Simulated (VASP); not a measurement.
Write the native input for VASP 6.6.1 that does the following.

```
Task                   : single point
Functional             : PBEsol
Potentials or basis    : VASP PAW PBE potentials, release 64 (Cu)
Cutoff                 : 520 eV
k mesh                 : 24 × 24 × 14
Occupations            : gaussian, width 0.15 eV
Spin                   : no spin polarisation
Dipole correction      : no
Further INCAR settings : ALGO = Fast; EDIFF = 1e-06; NBANDS = 18
```

The structure of Cu lies in POSCAR:

```
Cu
1.0
    2.7297728867      0.0000000000      0.0000000000
   -1.3648864433      2.3640526664      0.0000000000
    0.0000000000      0.0000000000      3.5441062510
Cu
2
Direct
    0.3333333333      0.6666666667      0.2500000000
    0.6666666667      0.3333333333      0.7500000000
```

This isn't the form of Cu at room conditions, which is fcc.

This cell differs from its parent crystal: ratio of the length along z to the lengths across it x 0.8, volume and fractional coordinates fixed.

The input as run:

INCAR

```
PREC = Accurate ; ENCUT = 520
EDIFF = 1E-6 ; ISMEAR = 0
SIGMA = 0.15 ; LREAL = F
LASPH = T ; NELM = 60
ALGO = Fast ; ISIF = 2
LWAVE = F ; LCHARG = F
GGA = PS ; NBANDS = 18
```

KPOINTS

```
Automatic mesh
0
Gamma
  24 24 14
```

Potentials or basis: VASP PAW PBE potentials, release 64 (Cu).

Command:

```bash
$ cat potpaw_PBE.64/Cu/POTCAR > POTCAR
$ mpirun -np 1 vasp_std > vasp.out
```

Results of the run:

```
Pressure               : 6.9 GPa
Band gap on the k mesh : zero (bands 11 and 12 overlap by 4.91 eV)
```

Caveat: the cell stands under pressure; the PAW data sets were made with another functional, which shifts forces and pressure a little.

Run time: 100 s on 1 thread of AMD EPYC 9R45 96-Core Processor (Zen 5), on a shared host, peak memory 0.23 GiB.
